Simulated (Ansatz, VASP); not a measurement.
MgO in VASP and in Ansatz

Contents of INCAR:

```
PREC = Accurate ; ENCUT = 520
EDIFF = 1E-6 ; ISMEAR = 0
SIGMA = 0.05 ; LREAL = False
LASPH = True ; NELM = 80
ALGO = Normal ; ISIF = 2
LWAVE = False ; LCHARG = True
GGA = PS ; LELF = True
LVHAR = True ; NBANDS = 16
```

KPOINTS

```
Automatic mesh
0
Gamma
  9 9 6
```

The input POSCAR:

```
MgO
1.0
    3.4191000000      0.0000000000      0.0000000000
   -1.7095500000      2.9610274581      0.0000000000
    0.0000000000      0.0000000000      4.9190000000
Mg O
2 2
Direct
    0.3333333333      0.6666666667      0.0036583380
    0.6666666667      0.3333333333      0.5036583380
    0.3333333333      0.6666666667      0.4009416620
    0.6666666667      0.3333333333      0.9009416620
```

Input for Ansatz:

```yaml
crystal:
  lattice:
    - [3.4191, 0.0, 0.0]
    - [-1.70955, 2.9610274581, 0.0]
    - [0.0, 0.0, 4.919]
  atoms:
    - { symbol: Mg, position: [0.3333333333, 0.6666666667, 0.003658338] }
    - { symbol: Mg, position: [0.6666666667, 0.3333333333, 0.503658338] }
    - { symbol: O, position: [0.3333333333, 0.6666666667, 0.400941662] }
    - { symbol: O, position: [0.6666666667, 0.3333333333, 0.900941662] }
basis:
  ecutwfc: 520.0
kpoints:
  mp_grid: { grid: [9, 9, 6] }
hamiltonian:
  xc: pbesol
  pseudopotentials: { kind: paw, azcp: { folder: soft_1 } }
scf:
  occupations: { method: gaussian, width: 0.05 }
output:
  forces: true
  stress: true
  eigenvalues: true
```

Alike in both runs: task single point; functional PBEsol; k mesh 9 × 9 × 6; occupations gaussian, width 0.05 eV; no spin polarisation.

|  | VASP | Ansatz |
| --- | --- | --- |
| version | VASP 6.6.1 | Ansatz 0.2.0 |
| potentials or method | VASP PAW PBE potentials, release 64 (Mg, O), cutoff 520 eV | scalar-relativistic, plane waves, PAW |
| valence electrons in the cell | 16 | 32 |

VASP gave:

- gap on the k mesh at the Fermi level (eV): 3.02
- least direct gap on the mesh (eV): 3.02
- pressure (GPa): -5.8
- traceless stress, the component that is largest in VASP (GPa): 6.65
- rms of the force components (eV/Å): 0.283

Problem. Which values does Ansatz return?

Solution. gap on the k mesh at the Fermi level (eV): 3.03; least direct gap on the mesh (eV): 3.03; pressure (GPa): -5.4; traceless stress, the component that is largest in VASP (GPa): 6.52; rms of the force components (eV/Å): 0.280.

VASP's potentials were made for PBE, not for PBEsol, and Ansatz warns of the same on its side. Atom by atom the forces differ by 0.003 eV/Å (rms over components). VASP's potentials hold 16 valence electrons a cell and Ansatz's 32, so a difference there can come from the potentials and not from the codes.
